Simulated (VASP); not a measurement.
A run of VASP 6.6.1 is set up as follows.

Contents of INCAR:

```
PREC     = Accurate       # precision mode
ENCUT    = 520            # plane-wave cutoff, eV
EDIFF    = 1E-8           # SCF threshold, eV
ISMEAR   = -1             # smearing method
SIGMA    = 0.01           # smearing width, eV
LREAL    = F              # projectors in reciprocal space
LASPH    = T              # aspherical terms in the spheres
NELM     = 60             # most SCF steps
ALGO     = Normal         # electronic algorithm
ISIF     = 2              # what is computed and relaxed
LWAVE    = F              # write WAVECAR
LCHARG   = F              # write CHGCAR
GGA      = PE             # functional
LEFG     = T            
NBANDS   = 16             # bands
```

Contents of KPOINTS:

```
Automatic mesh
0
Gamma
  9 9 9
```

POSCAR

```
AgCl
1.0
    0.0000000000      2.7726629968      2.7726629968
    2.7726629968      0.0000000000      2.7726629968
    2.7726629968      2.7726629968      0.0000000000
Ag Cl
1 1
Direct
    0.0000000000      0.0000000000      0.0000000000
    0.5000000000      0.5000000000      0.5000000000
```

Potentials or basis: VASP PAW PBE potentials, release 64 (Ag, Cl).

Launch:

```bash
$ cat potpaw_PBE.64/Ag/POTCAR potpaw_PBE.64/Cl/POTCAR > POTCAR
$ mpirun -np 1 vasp_std > vasp.out
```

Question: Predict the band gap on the k mesh.

Answer: 0.95 eV (least direct gap 3.14 eV).

Question: Predict the pressure.

Answer: 1.5 GPa.

Caveat: an odd mesh through Γ misses points on the zone boundary, where band edges can lie.
